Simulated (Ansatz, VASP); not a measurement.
**MgI2 in VASP and in Ansatz**

```
Mg I
1.0
     0.00000    3.75572    3.75572
     3.75572    0.00000    3.75572
     3.75572    3.75572    0.00000
Mg I
1 2
Cartesian
  0.0000 0.0000 0.0000
  1.8779 1.8779 1.8779
  5.6336 5.6336 5.6336
```

Alike in both runs: task single point; functional HSE06; k mesh 4 × 4 × 4; no spin polarisation.

|  | VASP | Ansatz |
| --- | --- | --- |
| version | VASP 6.6.1 | Ansatz 0.2.0 |
| potentials or method | VASP PAW PBE potentials, release 64 (Mg, I) | plane waves, PAW |
| plane-wave cutoff (eV) | 520 | 420 |
| occupations | gaussian, width 0.01 eV | fixed |
| valence electrons in the cell | 16 | 44 |

```csv
,VASP,Ansatz,Ansatz less VASP
gap on the k mesh at the Fermi level (eV),1.37,1.43,+0.060
pressure (GPa),-0.6,-0.4,+0.12
```

VASP's potentials hold 16 valence electrons a cell and Ansatz's 44, so a difference there can come from the potentials and not from the codes. Ansatz's warnings: stress exchange threshold loose, stress scf threshold loose.

Neither program's run includes spin-orbit coupling.
